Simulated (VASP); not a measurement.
A run of VASP 6.6.1:

File POSCAR:

```
TlCl
1.0
    3.7936346894      0.0000000000      0.0000000000
    0.0000000000      3.7936346894      0.0000000000
    0.0000000000      0.0000000000      3.7936346894
Tl Cl
1 1
Direct
    0.0000000000      0.0000000000      0.0000000000
    0.5000000000      0.5000000000      0.5000000000
```

INCAR.step1

```
PREC     = Accurate       # precision mode
ENCUT    = 400            # plane-wave cutoff, eV
EDIFF    = 1E-5           # SCF threshold, eV
ISMEAR   = 0              # smearing method
SIGMA    = 0.01           # smearing width, eV
LREAL    = False          # projectors in reciprocal space
LASPH    = True           # aspherical terms in the spheres
NELM     = 120            # most SCF steps
ALGO     = Normal         # electronic algorithm
ISIF     = 2              # what is computed and relaxed
LWAVE    = True           # write WAVECAR
LCHARG   = False          # write CHGCAR
NBANDS   = 17             # bands
GGA      = PE             # functional
GGA_COMPAT= False
```

Contents of INCAR.step2:

```
PREC     = Accurate       # precision mode
ENCUT    = 400            # plane-wave cutoff, eV
EDIFF    = 1E-6           # SCF threshold, eV
ISMEAR   = 0              # smearing method
SIGMA    = 0.01           # smearing width, eV
LREAL    = False          # projectors in reciprocal space
LASPH    = True           # aspherical terms in the spheres
NELM     = 120            # most SCF steps
ALGO     = Normal         # electronic algorithm
ISIF     = 2              # what is computed and relaxed
LWAVE    = False          # write WAVECAR
LCHARG   = False          # write CHGCAR
GGA      = PE             # functional
LHFCALC  = True           # exact exchange
HFSCREEN = 0.2079         # screening, 1/A
PRECFOCK = Normal       
NBANDS   = 17             # bands
ISTART   = 1            
GGA_COMPAT= False
```

Contents of KPOINTS:

```
regular mesh
0
Gamma
  4 4 4
```

Potentials or basis: VASP PAW PBE potentials, release 64 (Tl_d, Cl).

Launch:

```console
$ cat potpaw_PBE.64/Tl_d/POTCAR potpaw_PBE.64/Cl/POTCAR > POTCAR
$ cp INCAR.step1 INCAR
$ mpirun -np 1 vasp_std > vasp.out
$ cp INCAR.step2 INCAR
$ mpirun -np 1 vasp_std > vasp.out
```

Hardware: 1 thread of Intel(R) Xeon(R) 6975P-C (Granite Rapids) (shared host).

Problem. How long does it take, and how much memory?

Solution. Run time: 2.6 min on 1 thread of Intel(R) Xeon(R) 6975P-C (Granite Rapids), on a shared host, peak memory 0.25 GiB. Counts: k points 10.
